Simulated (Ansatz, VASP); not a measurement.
## Two plane-wave programs on MgB2

```
Mg B
1.0
     3.04331    0.00000    0.00000
    -1.52165    2.63558    0.00000
     0.00000    0.00000    3.47539
Mg B
1 2
Direct
  0.00000 0.00000 0.00000
  0.66667 0.33333 0.50000
  0.33333 0.66667 0.50000
```

Alike in both runs: task single point; functional r2SCAN; k mesh 10 × 10 × 8; occupations fermi-dirac, width 0.05 eV; no spin polarisation.

|  | VASP | Ansatz |
| --- | --- | --- |
| version | VASP 6.6.1 | Ansatz 0.2.0 |
| potentials or method | VASP PAW PBE potentials, release 64 (Mg_sv, B) | Ansatz PAW |
| plane-wave cutoff (eV) | 750 | 500 |
| valence electrons in the cell | 16 | 16 |

Ansatz gave:

* gap on the k mesh at the Fermi level (eV): none
* pressure (GPa): 4.5
* traceless stress, the component that is largest in VASP (GPa): -1.53

Problem. Estimate VASP's values.

Solution. gap on the k mesh at the Fermi level (eV): none; pressure (GPa): 4.3; traceless stress, the component that is largest in VASP (GPa): -1.52.

VASP's potentials were made for PBE, not for r2SCAN. A gap of «none» marks a metal or a gap that the smearing closes.
